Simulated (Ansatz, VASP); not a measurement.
# One calculation of EuSb, two programs

```
Eu Sb
1.0
     4.23271    0.00000    0.00000
    -2.11636    3.66563    0.00000
     0.00000    0.00000    4.40239
Eu Sb
1 1
Cartesian
  0.0000 0.0000 0.0000
  2.1164 1.2219 2.2012
```

Alike in both runs: task single point; functional r2SCAN; k mesh 10 × 10 × 8; occupations gaussian, width 0.05 eV; collinear spin.

|  | VASP | Ansatz |
| --- | --- | --- |
| version | VASP 6.6.1 | Ansatz 0.2.0 |
| potentials or method | VASP PAW PBE potentials, release 64 (Eu, Sb), cutoff 520 eV | scalar-relativistic, plane waves, PAW |
| valence electrons in the cell | 22 | 32 |

```tsv
	VASP	Ansatz	Ansatz less VASP
gap on the k mesh at the Fermi level (eV)	none	none	-
pressure (GPa)	-0.2	0.0	+0.17
traceless stress, the component that is largest in VASP (GPa)	-0.11	0.05	+0.157
net moment per atom (μB)	3.35	3.36	+0.005
size of the moment on the site where the two differ most (μB)	6.43	6.74	+0.315
```

VASP's potentials were made for PBE, not for r2SCAN. Site moments also hang on the region over which each program counts them. A gap of «none» marks a metal or a gap that the smearing closes. VASP's potentials hold 22 valence electrons a cell and Ansatz's 32, so a difference there can come from the potentials and not from the codes. Ansatz's warnings: given moment on shells, stability check not made.

Neither program's run includes spin-orbit coupling.
